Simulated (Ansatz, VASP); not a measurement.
One calculation of Sb, two programs

INCAR

```
SYSTEM = Sb
ALGO = Normal
EDIFF = 1E-8
ENCUT = 520
GGA = PE
ISIF = 2
ISMEAR = -1
LASPH = .True.
LCHARG = .False.
LEFG = .True.
LREAL = .False.
LWAVE = .False.
NBANDS = 12
NELM = 100
PREC = Accurate
SIGMA = 0.05
```

File KPOINTS:

```
k-points
0
Gamma
  12 12 7
  0 0 0
```

The input POSCAR:

```
Sb
1.0
    3.3690001795      0.0000000000      0.0000000000
   -1.6845000898      2.9176397408      0.0000000000
    0.0000000000      0.0000000000      5.3300000000
Sb
2
Direct
    0.3333333333      0.6666666667      0.2500000000
    0.6666666667      0.3333333333      0.7500000000
```

Input for Ansatz:

```yaml
crystal:
  lattice:
    - [3.3690001795, 0.0, 0.0]
    - [-1.6845000898, 2.9176397408, 0.0]
    - [0.0, 0.0, 5.33]
  atoms:
    - { symbol: Sb, position: [0.3333333333, 0.6666666667, 0.25] }
    - { symbol: Sb, position: [0.6666666667, 0.3333333333, 0.75] }
kpoints:
  mp_grid: { grid: [12, 12, 7] }
  band_path:
    path:
      - [0.0, 0.0, 0.0]
      - [0.5, 0.0, 0.0]
      - [0.3333333333, 0.3333333333, 0.0]
      - [0.0, 0.0, 0.0]
      - [0.0, 0.0, 0.5]
      - [0.5, 0.0, 0.5]
      - [0.3333333333, 0.3333333333, 0.5]
      - [0.0, 0.0, 0.5]
      - [0.5, 0.0, 0.5]
    npoints: 8
scf:
  occupations: { method: fermi_dirac, width: 0.05 }
hamiltonian:
  xc: pbe
  pseudopotentials: { kind: all_electron, datasets: crystal }
output:
  forces: true
  stress: true
  eigenvalues: true
  efg: { contact_densities: true }
```

Alike in both runs: task electric field gradients; functional PBE; k mesh 12 × 12 × 7; occupations fermi-dirac, width 0.05 eV; no spin polarisation.

|  | VASP | Ansatz |
| --- | --- | --- |
| version | VASP 6.6.1 | Ansatz 0.2.0 |
| potentials or method | VASP PAW PBE potentials, release 64 (Sb), cutoff 520 eV | all-electron PAW with datasets made for the crystal, scalar-relativistic |

VASP gave:

* pressure (GPa): 2.9
* traceless stress, the component that is largest in VASP (GPa): -0.75
* size of Vzz on the site where it differs most (V/Å²): 21.1

**Question.** Which values does Ansatz return?

**Answer.** Pressure (GPa): 3.0; traceless stress, the component that is largest in VASP (GPa): -0.75; size of Vzz on the site where it differs most (V/Å²): 22.6.

Ansatz ran all-electron here, and VASP with PAW potentials.

Spin-orbit coupling is off throughout.
